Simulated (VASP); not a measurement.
The system is MnO.

```
Mn O
1.0
     0.00000    2.25317    2.25317
     2.25317    0.00000    2.25317
     2.25317    2.25317    0.00000
Mn O
1 1
Direct
  0.00000 0.00000 0.00000
  0.50000 0.50000 0.50000
```

Base run:

```yaml
Program: VASP 6.6.1
Functional: RPBE
Dispersion: D4
Potentials_or_basis: VASP PAW PBE potentials, release 64 (Mn_pv, O)
Cutoff: 520 eV
k_mesh: 10 × 10 × 10
Occupations: fermi-dirac, width 0.05 eV
Spin: collinear spin, ferromagnetic start
Starting_moments: "[4.0, 0.0] μB"
```

Its results: pressure -4.9 GPa; net moment 4.90 μB per cell; site moments Mn +4.44; O +0.20 μB.

**Question.** The run is repeated on the same cell with these changes: functional from RPBE to PBEsol. What comes out?

**Answer.** Pressure -12.9 GPa; net moment 4.82 μB per cell; site moments Mn +4.37; O +0.20 μB.

PBEsol binds more tightly than RPBE, so the same cell stands under less pressure.

Caveats: the PAW data sets were made with another functional, which shifts forces and pressure a little; a cell with one magnetic atom can't hold antiferromagnetic order, which such compounds often take; pairwise dispersion overbinds metals, which lowers pressure and volume.
